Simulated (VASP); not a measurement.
# Ir (Fm-3m) in VASP: further runs

Runs on Ir. Level: PBE. Tasks: single point.

Program: VASP 6.6.1. These are calculated values, not measurements. Logs are shortened: lines on timing, memory, paths and dates and some standing lists are left out, and cuts for length are marked.

## Step 1: The cell of the first run

It takes space group Fm-3m (No. 225, cubic). The conventional cell has a = 3.830 Å, b = 3.830 Å, c = 3.830 Å, α = 90.00°, β = 90.00°, γ = 90.00°. Within 3.6 Å of Ir (site symmetry m-3m) lie 12 Ir at 2.71 Å.

## Step 2: Single point, PBE

File INCAR:

```
SYSTEM = Ir
PREC = Accurate
ENCUT = 520
EDIFF = 1E-7
ISMEAR = 0
SIGMA = 0.1
LREAL = .FALSE.
LASPH = .TRUE.
NELM = 80
ALGO = Normal
ISIF = 2
LWAVE = .FALSE.
LCHARG = .FALSE.
GGA = PE
NBANDS = 10
```

File KPOINTS:

```
regular mesh
0
G
  18 18 18
  0 0 0
```

File POSCAR:

```
Ir
1.0
    0.0000000000      1.9148885962      1.9148885962
    1.9148885962      0.0000000000      1.9148885962
    1.9148885962      1.9148885962      0.0000000000
Ir
1
Direct
    0.0000000000      0.0000000000      0.0000000000
```

Potentials or basis: VASP PAW PBE potentials, release 64 (Ir).

Launch:

```
$ cat potpaw_PBE.64/Ir/POTCAR > POTCAR
$ mpirun -np 1 vasp_std > vasp.out
```

OUTCAR:

```text
SYSTEM = Ir
   PREC = Accurate
   ENCUT = 520
   EDIFF = 1E-7
   ISMEAR = 0
   LREAL = .FALSE.
   LASPH = .TRUE.
   NELM = 80
   ISIF = 2
   GGA = PE

 ion  position               nearest neighbor table
   1  0.000  0.000  0.000-

  LATTYP: Found a face centered cubic cell.
 ALAT       =     3.8297771924

  Lattice vectors:

 A1 = (   0.0000000000,   1.9148885962,   1.9148885962)
 A2 = (   1.9148885962,   0.0000000000,   1.9148885962)
 A3 = (   1.9148885962,   1.9148885962,   0.0000000000)

Analysis of symmetry for initial positions (statically):
=====================================================================
 Subroutine PRICEL returns:
 Original cell was already a primitive cell.

 Routine SETGRP: Setting up the symmetry group for a
 face centered cubic supercell.

 Subroutine GETGRP returns: Found 48 space group operations
 (whereof 48 operations were pure point group operations)
 out of a pool of 48 trial point group operations.

The static configuration has the point symmetry O_h .

Analysis of symmetry for dynamics (positions and initial velocities):
=====================================================================
 Subroutine PRICEL returns:
 Original cell was already a primitive cell.

 Routine SETGRP: Setting up the symmetry group for a
 face centered cubic supercell.

 Subroutine GETGRP returns: Found 48 space group operations
 (whereof 48 operations were pure point group operations)
 out of a pool of 48 trial point group operations.

The dynamic configuration has the point symmetry O_h .

 Subroutine INISYM returns: Found 48 space group operations
 (whereof 48 operations are pure point group operations),
 and found     1 'primitive' translations

----------------------------------------------------------------------------------------

                                     Primitive cell

  volume of cell :      14.0430

  direct lattice vectors                    reciprocal lattice vectors
     0.000000000  1.914888596  1.914888596    -0.261111796  0.261111796  0.261111796
     1.914888596  0.000000000  1.914888596     0.261111796 -0.261111796  0.261111796
     1.914888596  1.914888596  0.000000000     0.261111796  0.261111796 -0.261111796

  length of vectors
     2.708061423  2.708061423  2.708061423     0.452258897  0.452258897  0.452258897

  position of ions in fractional coordinates (direct lattice)
     0.000000000  0.000000000  0.000000000

[... 74 lines left out ...]
   NELM   =     80;   NELMIN=  2; NELMDL= -5     # of ELM steps
   EDIFF  = 0.1E-06   stopping-criterion for ELM
   LREAL  =      F    real-space projection
   EDIFFG = 0.1E-05   stopping-criterion for IOM
   NSW    =      0    number of steps for IOM
   IBRION =     -1    ionic relax: 0-MD 1-quasi-New 2-CG
   NFREE  =      0    steps in history (QN), initial steepest desc. (CG)
   ISIF   =      2    stress and relaxation
   ISYM   =      2    0-nonsym 1-usesym 2-fastsym
   POTIM  = 0.5000    time-step for ionic-motion
   TEBEG  =    0.0;   TEEND  =   0.0 temperature during run
   PSTRESS=    0.0 pullay stress
   NELECT =       9.0000    total number of electrons
   NUPDOWN=      -1.0000    fix difference up-down
   EMIN   =  10.00;   EMAX   =-10.00  energy-range for DOS
[... 5 lines left out ...]
     AMIX     =   0.40;   BMIX     =  1.00
     AMIX_MAG =   1.60;   BMIX_MAG =  1.00
  volume/ion in A,a.u.               =      14.04        94.77
  Fermi-wavevector in a.u.,A,eV,Ry     =   1.411461  2.667274 27.105821  1.992222
  Thomas-Fermi vector in A             =   2.533310
   LORBIT       =      0    0 simple, 1 ext, 2 COOP (PROOUT), +10 PAW based schemes
   GGA     = PE    functional components
   LHFCALC =     F    Hartree Fock is set to
   AEXX    =    0.0000 exact exchange contribution
   IVDW    =     0    specifies the selected vdW correction
   LEPSILON=     F    determine dielectric tensor
   LRPA    =     F    only Hartree local field effects (RPA)
 non-spin polarized calculation
 Gauss-broadening in eV      SIGMA  =   0.10
  energy-cutoff  :      520.00
  volume of cell :       14.04
 maximum number of plane-waves:       388
   NGX =  9   NGY =  9   NGZ =  9

 number of electron       9.0000000 magnetization

 Free energy of the ion-electron system (eV)
  ---------------------------------------------------
  ext. energy  EPLUGINS =         0.00000000
  ---------------------------------------------------
  free energy    TOTEN  =        -8.83546847 eV

  energy without entropy =       -8.83043564  energy(sigma->0) =       -8.83295205

 E-fermi :  10.5723     XC(G=0): -14.0321

 val. band max:       10.5671495429   @ k =   0.5000   0.2222   0.1111
 cond. band min:      10.5788930565   @ k =   0.3333   0.1111   0.0556
 fundamental gap:      0.0117435136
 Fermi energy:        10.5723463928

 k-point     1 :       0.0000    0.0000    0.0000
  band No.  band energies     occupation
      1      -0.6643      2.00000
      2       6.6060      2.00000
      3       6.6060      2.00000
      4       6.6060      2.00000
      5       9.3271      2.00000
      6       9.3271      2.00000
      7      24.8452      0.00000
      8      30.4764      0.00000
      9      30.4764      0.00000
     10      30.4764      0.00000
[... 287 lines left out ...]
 k-point    24 :      -0.2222    0.0556    0.0000
  band No.  band energies     occupation
      1       1.5637      2.00000
      2       5.9340      2.00000
      3       7.0664      2.00000
      4       7.1593      2.00000
      5       9.0328      2.00000
      6       9.9043      2.00000
      7      24.7358      0.00000
      8      27.5347      0.00000
      9      32.6817      0.00000
     10      33.9110      0.00000

 [... further k-points ...]

------------------------ aborting loop because EDIFF is reached ----------------------------------------

  FORCE on cell =-STRESS in cart. coord.  units (eV):
  Direction    XX          YY          ZZ          XY          YZ          ZX
  --------------------------------------------------------------------------------------
  -------------------------------------------------------------------------------------
  Total        1.1089805      1.1089805      1.1089805     -0.0000000      0.0000000      0.0000000
  in kB      126.5243051    126.5243051    126.5243051     -0.0000000      0.0000000      0.0000000
  external PRESSURE =     126.5243051 kB  Pullay stress =       0.0000000 kB

 VOLUME and BASIS-vectors are now :
 -----------------------------------------------------------------------------
  energy-cutoff  :      520.00
  volume of cell :       14.04
      direct lattice vectors                 reciprocal lattice vectors
     0.000000000  1.914888596  1.914888596    -0.261111796  0.261111796  0.261111796
     1.914888596  0.000000000  1.914888596     0.261111796 -0.261111796  0.261111796
     1.914888596  1.914888596  0.000000000     0.261111796  0.261111796 -0.261111796

 POSITION                                       TOTAL-FORCE (eV/Angst)
 -----------------------------------------------------------------------------------
      0.00000      0.00000      0.00000         0.000000      0.000000     -0.000000
 -----------------------------------------------------------------------------------
    total drift:                               -0.000000     -0.000000     -0.000000

  FREE ENERGIE OF THE ION-ELECTRON SYSTEM (eV)
  ---------------------------------------------------
  free  energy   TOTEN  =        -8.8354684698 eV

  energy  without entropy=       -8.8304356372  energy(sigma->0) =       -8.83295205
```

It took 28 s on 1 thread of AMD EPYC 7R43 (Zen 3), shared host; peak memory 0.11 GiB.

Results:

* Free energy: -8.8355 eV
* Pressure: 12.7 GPa

Levels at points of the mesh, in eV from the Fermi level:
```tsv
k point	band 2	band 3	band 4	band 5	band 6	band 7
(0.00, 0.00, 0.00)	-3.97	-3.97	-3.97	-1.25	-1.25	14.27
(0.50, 0.00, 0.00)	-4.07	-4.07	-0.82	0.87	0.87	7.31
(0.50, 0.50, 0.00)	-7.46	0.84	1.46	1.46	1.66	10.58
```

Caveat: spin-orbit coupling is left out, which moves the levels of the heavy elements.

## Step 3: Single point, PBE

This run uses another cell than the first one, of 14.54 Å³/atom, 1.035 times its volume.

File INCAR:

```
SYSTEM = Ir
PREC = Accurate
ENCUT = 520
EDIFF = 1E-6
ISMEAR = 0
SIGMA = 0.1
LREAL = .False.
LASPH = .True.
NELM = 60
ALGO = Normal
ISIF = 2
LWAVE = .False.
LCHARG = .False.
GGA = PE
NBANDS = 10
```

File KPOINTS:

```
Automatic mesh
0
Gamma
  18 18 18
  0 0 0
```

File POSCAR:

```
Ir
1.0
    0.0000000000      1.9372653337      1.9372653337
    1.9372653337      0.0000000000      1.9372653337
    1.9372653337      1.9372653337      0.0000000000
Ir
1
Direct
    0.0000000000      0.0000000000      0.0000000000
```

Potentials or basis: VASP PAW PBE potentials, release 64 (Ir).

Launch:

```
$ cat potpaw_PBE.64/Ir/POTCAR > POTCAR
$ mpirun -np 1 vasp_std > vasp.out
```

Wall time 24 s (1 thread of AMD EPYC 7R43 (Zen 3), shared host); peak memory 0.11 GiB.

It converged, with:

* Free energy: -8.8538 eV
* Pressure: -0.6 GPa

Levels at points of the mesh, in eV from the Fermi level:
| k point | band 1 | band 2 | band 3 | band 4 | band 5 | band 6 | band 7 | band 8 | band 9 |
| --- | --- | --- | --- | --- | --- | --- | --- | --- | --- |
| (0.00, 0.00, 0.00) | -10.86 | -3.76 | -3.76 | -3.76 | -1.18 | -1.18 | 14.35 | 19.77 | 19.77 |
| (0.50, 0.00, 0.00) | -7.84 | -3.85 | -3.85 | -0.72 | 0.82 | 0.82 | 6.96 | 13.88 | 19.52 |
| (0.50, 0.50, 0.00) | -7.63 | -7.07 | 0.79 | 1.37 | 1.37 | 1.67 | 10.11 | 11.55 | 11.55 |

Caveat: spin-orbit coupling is left out, which moves the levels of the heavy elements.

## Step 4: Single point, PBE

This run uses another cell than the first one, of 14.46 Å³/atom, 1.030 times its volume.

File INCAR:

```
SYSTEM = Ir
PREC = Accurate
ENCUT = 520
EDIFF = 1E-6
ISMEAR = 0
SIGMA = 0.1
LREAL = .FALSE.
LASPH = .TRUE.
NELM = 100
ALGO = Normal
ISIF = 2
LWAVE = .FALSE.
LCHARG = .TRUE.
GGA = PE
LELF = .TRUE.
LVHAR = .TRUE.
NBANDS = 10
```

File KPOINTS:

```
regular mesh
0
G
  18 18 18
  0 0 0
```

File POSCAR:

```
Ir
1.0
    0.0000000000      1.9335858784      1.9335858784
    1.9335858784      0.0000000000      1.9335858784
    1.9335858784      1.9335858784      0.0000000000
Ir
1
Direct
    0.0000000000      0.0000000000      0.0000000000
```

Potentials or basis: VASP PAW PBE potentials, release 64 (Ir).

Launch:

```
$ cat potpaw_PBE.64/Ir/POTCAR > POTCAR
$ mpirun -np 1 vasp_std > vasp.out
```

OUTCAR:

```text
SYSTEM = Ir
   PREC = Accurate
   ENCUT = 520
   EDIFF = 1E-6
   ISMEAR = 0
   LREAL = .FALSE.
   LASPH = .TRUE.
   NELM = 100
   ISIF = 2
   GGA = PE

 ion  position               nearest neighbor table
   1  0.000  0.000  0.000-

  LATTYP: Found a face centered cubic cell.
 ALAT       =     3.8671717568

  Lattice vectors:

 A1 = (   0.0000000000,   1.9335858784,   1.9335858784)
 A2 = (   1.9335858784,   0.0000000000,   1.9335858784)
 A3 = (   1.9335858784,   1.9335858784,   0.0000000000)

Analysis of symmetry for initial positions (statically):
=====================================================================
 Subroutine PRICEL returns:
 Original cell was already a primitive cell.

 Routine SETGRP: Setting up the symmetry group for a
 face centered cubic supercell.

 Subroutine GETGRP returns: Found 48 space group operations
 (whereof 48 operations were pure point group operations)
 out of a pool of 48 trial point group operations.

The static configuration has the point symmetry O_h .

Analysis of symmetry for dynamics (positions and initial velocities):
=====================================================================
 Subroutine PRICEL returns:
 Original cell was already a primitive cell.

 Routine SETGRP: Setting up the symmetry group for a
 face centered cubic supercell.

 Subroutine GETGRP returns: Found 48 space group operations
 (whereof 48 operations were pure point group operations)
 out of a pool of 48 trial point group operations.

The dynamic configuration has the point symmetry O_h .

 Subroutine INISYM returns: Found 48 space group operations
 (whereof 48 operations are pure point group operations),
 and found     1 'primitive' translations

----------------------------------------------------------------------------------------

                                     Primitive cell

[... 111 lines left out ...]
  Thomas-Fermi vector in A             =   2.521032
   LORBIT       =      0    0 simple, 1 ext, 2 COOP (PROOUT), +10 PAW based schemes
   GGA     = PE    functional components
   LHFCALC =     F    Hartree Fock is set to
   AEXX    =    0.0000 exact exchange contribution
   IVDW    =     0    specifies the selected vdW correction
   LEPSILON=     F    determine dielectric tensor
   LRPA    =     F    only Hartree local field effects (RPA)
 non-spin polarized calculation
 Gauss-broadening in eV      SIGMA  =   0.10
  energy-cutoff  :      520.00
  volume of cell :       14.46
 maximum number of plane-waves:       397
   NGX = 11   NGY = 11   NGZ = 11

 number of electron       9.0000000 magnetization

 Free energy of the ion-electron system (eV)
  ---------------------------------------------------
  ext. energy  EPLUGINS =         0.00000000
  ---------------------------------------------------
  free energy    TOTEN  =        -8.85350792 eV

  energy without entropy =       -8.84817463  energy(sigma->0) =       -8.85084128

 E-fermi :  10.0634     XC(G=0): -13.8587

 val. band max:       10.0604827876   @ k =   0.5000   0.2222   0.1111
 cond. band min:      10.0680245939   @ k =   0.3333   0.1111   0.0556
 fundamental gap:      0.0075418062
 Fermi energy:        10.0634221393

 k-point     1 :       0.0000    0.0000    0.0000
  band No.  band energies     occupation
      1      -0.8540      2.00000
      2       6.2737      2.00000
      3       6.2737      2.00000
      4       6.2737      2.00000
      5       8.8706      2.00000
      6       8.8706      2.00000
      7      24.3989      0.00000
      8      29.8559      0.00000
      9      29.8559      0.00000
     10      29.8559      0.00000
[... 287 lines left out ...]
 k-point    24 :      -0.2222    0.0556    0.0000
  band No.  band energies     occupation
      1       1.3228      2.00000
      2       5.6267      2.00000
      3       6.7166      2.00000
      4       6.8061      2.00000
      5       8.5978      2.00000
      6       9.4260      2.00000
      7      24.1001      0.00000
      8      26.8749      0.00000
      9      31.8496      0.00000
     10      33.0858      0.00000

 [... further k-points ...]

------------------------ aborting loop because EDIFF is reached ----------------------------------------

  FORCE on cell =-STRESS in cart. coord.  units (eV):
  Direction    XX          YY          ZZ          XY          YZ          ZX
  --------------------------------------------------------------------------------------
  -------------------------------------------------------------------------------------
  Total        0.1297268      0.1297268      0.1297268      0.0000000      0.0000000     -0.0000000
  in kB       14.3754014     14.3754014     14.3754014      0.0000000      0.0000000     -0.0000000
  external PRESSURE =      14.3754014 kB  Pullay stress =       0.0000000 kB

 VOLUME and BASIS-vectors are now :
 -----------------------------------------------------------------------------
  energy-cutoff  :      520.00
  volume of cell :       14.46
      direct lattice vectors                 reciprocal lattice vectors
     0.000000000  1.933585878  1.933585878    -0.258586911  0.258586911  0.258586911
     1.933585878  0.000000000  1.933585878     0.258586911 -0.258586911  0.258586911
     1.933585878  1.933585878  0.000000000     0.258586911  0.258586911 -0.258586911

 POSITION                                       TOTAL-FORCE (eV/Angst)
 -----------------------------------------------------------------------------------
      0.00000      0.00000      0.00000         0.000000     -0.000000     -0.000000
 -----------------------------------------------------------------------------------
    total drift:                               -0.000000     -0.000000     -0.000000

  FREE ENERGIE OF THE ION-ELECTRON SYSTEM (eV)
  ---------------------------------------------------
  free  energy   TOTEN  =        -8.8535079172 eV

  energy  without entropy=       -8.8481746342  energy(sigma->0) =       -8.85084128
```

Wall time 33 s (1 thread of AMD EPYC 7R43 (Zen 3), shared host); peak memory 0.11 GiB.

What came out:

| Quantity | Value |
| --- | --- |
| Free energy | -8.8535 eV |
| Pressure | 1.4 GPa |

Levels at points of the mesh, in eV from the Fermi level:
| k point | band 1 | band 2 | band 3 | band 4 | band 5 | band 6 | band 7 | band 8 | band 9 |
| --- | --- | --- | --- | --- | --- | --- | --- | --- | --- |
| (0.00, 0.00, 0.00) | -10.92 | -3.79 | -3.79 | -3.79 | -1.19 | -1.19 | 14.34 | 19.79 | 19.79 |
| (0.50, 0.00, 0.00) | -7.90 | -3.89 | -3.89 | -0.74 | 0.83 | 0.83 | 7.01 | 13.87 | 19.57 |
| (0.50, 0.50, 0.00) | -7.70 | -7.14 | 0.79 | 1.38 | 1.38 | 1.67 | 10.18 | 11.57 | 11.57 |

Caveat: spin-orbit coupling is left out, which moves the levels of the heavy elements.

[end of part 1 of 2]
